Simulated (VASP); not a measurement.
A run of VASP 6.6.1:

INCAR

```
  PREC = Accurate
  ENCUT = 600
  EDIFF = 1E-6
  ISMEAR = -1
  SIGMA = 0.03
  LREAL = F
  LASPH = T
  NELM = 80
  ALGO = Normal
  ISIF = 3
  LWAVE = F
  LCHARG = F
  GGA = PS
  IBRION = 2
  NSW = 100
  EDIFFG = -0.01
```

Contents of KPOINTS:

```
Automatic mesh
0
Gamma
  6 6 2
```

File POSCAR:

```
La2GaP3
1.0
    4.1631029700      0.0000000000      0.0000000000
    0.0000000000      4.1631029700      0.0000000000
    0.0000000000      0.0000000000      9.1324823500
La Ga P
2 1 3
Direct
    0.0000000000      0.5000000000      0.7372320000
    0.5000000000      0.0000000000      0.2627680000
    0.0000000000      0.0000000000      0.0000000000
    0.5000000000      0.5000000000      0.0000000000
    0.0000000000      0.5000000000      0.3774000000
    0.5000000000      0.0000000000      0.6226000000
```

Potentials or basis: VASP PAW PBE potentials, release 64 (La, Ga_d, P).

Launch:

```sh
$ cat potpaw_PBE.64/La/POTCAR potpaw_PBE.64/Ga_d/POTCAR potpaw_PBE.64/P/POTCAR > POTCAR
$ mpirun -np 1 vasp_std > vasp.out
```

Hardware: 1 thread of AMD EPYC 9R45 96-Core Processor (Zen 5) (shared host).

Estimate the wall time of this run.

It took 18 min on 1 thread of AMD EPYC 9R45 96-Core Processor (Zen 5), on a shared host, peak memory 0.4 GiB. Counts: scf iterations 209, k points 20, ion steps 23.
